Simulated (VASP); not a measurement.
A run of VASP 6.6.1 is set up as follows.

The input INCAR:

```
ALGO = Normal
EDIFF = 1E-7
ENCUT = 520
GGA = PS
ISIF = 2
ISMEAR = 0
LASPH = True
LCHARG = False
LREAL = False
LWAVE = False
NBANDS = 11
NELM = 60
PREC = Accurate
SIGMA = 0.02
```

File KPOINTS:

```
k-points
0
Gamma
  14 14 14
```

Contents of POSCAR:

```
BN
1.0
    0.0000000000      2.4918665711      2.1007658125
    1.2309709458      0.0000000000      2.1007658125
    1.2309709458      2.4918665711      0.0000000000
B N
1 1
Direct
    0.0009203235      0.0009203235      0.9990796765
    0.6657796665      0.6657796665      0.3342203335
```

Potentials or basis: VASP PAW PBE potentials, release 64 (B, N).

The run is started by

```console
$ cat potpaw_PBE.64/B/POTCAR potpaw_PBE.64/N/POTCAR > POTCAR
$ mpirun -np 1 vasp_std > vasp.out
```

Q: Predict the pressure.

A: 40.5 GPa.

Q: What does it give for the band gap on the k mesh?

A: 0.83 eV (least direct gap 4.63 eV).

Stress tensor (GPa, compression positive):
```
40.79  0.00  0.00
 0.00 39.84  0.00
 0.00  0.00 40.82
```

Caveat: the cell stands under pressure; the PAW data sets were made with another functional, which shifts forces and pressure a little. A k mesh can miss the band edges.
